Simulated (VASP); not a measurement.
Write the native input for VASP 6.6.1 that does the following.

| Property | Result |
| --- | --- |
| Task | single point |
| Functional | LDA |
| Potentials or basis | VASP PAW LDA potentials, release 64 (La, In_d) |
| Cutoff | 500 eV |
| k mesh | 5 × 5 × 5 |
| Occupations | gaussian, width 0.15 eV |
| Spin | no spin polarisation |
| Dipole correction | no |
| Further INCAR settings | ALGO = Normal; EDIFF = 1e-06; NBANDS = 33 |

The structure of LaIn3 lies in POSCAR:

```
LaIn3
1.0
    4.7740500000      0.0000000000      0.0000000000
    0.0000000000      4.7740500000      0.0000000000
    0.0000000000      0.0000000000      4.7740500000
La In
1 3
Direct
    0.0000000000      0.0000000000      0.0000000000
    0.5000000000      0.0000000000      0.5000000000
    0.0000000000      0.5000000000      0.5000000000
    0.5000000000      0.5000000000      0.0000000000
```

These files were run (other wordings do the same):

INCAR

```
ALGO = Normal ; EDIFF = 1E-6
ENCUT = 500 ; GGA_COMPAT = False
ISIF = 2 ; ISMEAR = 0
LASPH = True ; LCHARG = False
LMAXMIX = 6 ; LREAL = False
LWAVE = False ; NBANDS = 33
NELM = 200 ; PREC = Accurate
SIGMA = 0.15
```

KPOINTS

```
k-points
0
Gamma
  5 5 5
```

Potentials or basis: VASP PAW LDA potentials, release 64 (La, In_d).

Run with:

```console
$ cat potpaw_LDA.64/La/POTCAR potpaw_LDA.64/In_d/POTCAR > POTCAR
$ mpirun -np 1 vasp_std > vasp.out
```

It gave:

- Pressure: -4.0 GPa
- Band gap on the k mesh: zero (bands 25 and 26 overlap by 1.13 eV)

Caveat: the cell stands under tension; spin-orbit coupling is left out, which moves the levels of the heavy elements.

Wall time 52 s on 1 thread of Intel Xeon 8259CL (shared host), peak memory 0.19 GiB.
